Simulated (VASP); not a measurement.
Input of a VASP 6.6.1 run:

INCAR

```
  PREC = Accurate
  ENCUT = 600
  EDIFF = 1E-6
  ISMEAR = 0
  SIGMA = 0.02
  LREAL = F
  LASPH = T
  NELM = 100
  ALGO = Normal
  ISIF = 3
  LWAVE = F
  LCHARG = F
  GGA = PE
  IBRION = 2
  NSW = 100
  EDIFFG = -0.005
```

KPOINTS

```
regular mesh
0
Gamma
  12 12 2
```

POSCAR

```
Te2Mo
1.0
    3.5570664894      0.0000000000      0.0000000000
   -1.7785332447      3.0805099428      0.0000000000
    0.0000000000      0.0000000000     15.2047171722
Te Mo
4 2
Direct
    0.3333333333      0.6666666667      0.6310943429
    0.6666666667      0.3333333333      0.1310943429
    0.3333333333      0.6666666667      0.8689056571
    0.6666666667      0.3333333333      0.3689056571
    0.3333333333      0.6666666667      0.2500000000
    0.6666666667      0.3333333333      0.7500000000
```

Potentials or basis: VASP PAW PBE potentials, release 64 (Te, Mo_sv).

The run is started by

```bash
$ cat potpaw_PBE.64/Te/POTCAR potpaw_PBE.64/Mo_sv/POTCAR > POTCAR
$ mpirun -np 1 vasp_std > vasp.out
```

What does it give for the band gap on the k mesh?

1.00 eV (least direct gap 1.03 eV).

Predict the relaxed volume.

27.76 Å³/atom.

Forces on the atoms (eV/Å):
```
Te   0.000  0.000  0.003
Te   0.000  0.000  0.003
Te   0.000  0.000 -0.003
Te   0.000  0.000 -0.003
Mo   0.000  0.000  0.000
Mo   0.000  0.000  0.000
```

Caveat: spin-orbit coupling is left out, which moves the levels of the heavy elements; this functional lacks dispersion, which binds layers or chains, so the pressure and a relaxed spacing across them are unreliable. A k mesh can miss the band edges.
